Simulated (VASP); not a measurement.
Set up this calculation in VASP 6.6.1, as the native input.

| Property | Result |
| --- | --- |
| Task | single point |
| Functional | PBE |
| Potentials or basis | VASP PAW PBE potentials, release 64 (Ru_pv) |
| Cutoff | 520 eV |
| k mesh | 15 × 15 × 8 |
| Occupations | gaussian, width 0.1 eV |
| Spin | no spin polarisation |
| Dipole correction | no |
| Further INCAR settings | ALGO = Normal; EDIFF = 1e-07; NBANDS = 21 |

The structure of Ru lies in POSCAR:

```
Ru
1.0
    2.7057993342      0.0000000000      0.0000000000
   -1.3528996671      2.3432909610      0.0000000000
    0.0000000000      0.0000000000      4.2819000000
Ru
2
Direct
    0.3333333333      0.6666666667      0.3375779444
    0.6666666667      0.3333333333      0.7500000000
```

This cell differs from its parent crystal: one atom moved.

These files were run (other wordings do the same):

INCAR

```
PREC = Accurate
ENCUT = 520
EDIFF = 1E-7
ISMEAR = 0
SIGMA = 0.1
LREAL = F
LASPH = T
NELM = 100
ALGO = Normal
ISIF = 2
LWAVE = F
LCHARG = F
GGA = PE
NBANDS = 21
```

KPOINTS

```
Automatic mesh
0
Gamma
  15 15 8
```

Potentials or basis: VASP PAW PBE potentials, release 64 (Ru_pv).

Command:

```sh
$ cat potpaw_PBE.64/Ru_pv/POTCAR > POTCAR
$ mpirun -np 1 vasp_std > vasp.out
```

Results of the run:

- Pressure: 32.0 GPa
- Largest force: 6.751 eV/Å
- Band gap on the k mesh: zero (band 14 reaches 14.21 eV, above the bottom of band 15 at 11.93 eV)

Caveat: the cell differs from its parent crystal (one atom moved); forces of over 1 eV/Å act on the atoms, so gaps and moduli don't describe the material at rest.

Wall time 32 s on 1 thread of Intel(R) Xeon(R) 6975P-C (Granite Rapids) (shared host), peak memory 0.2 GiB.
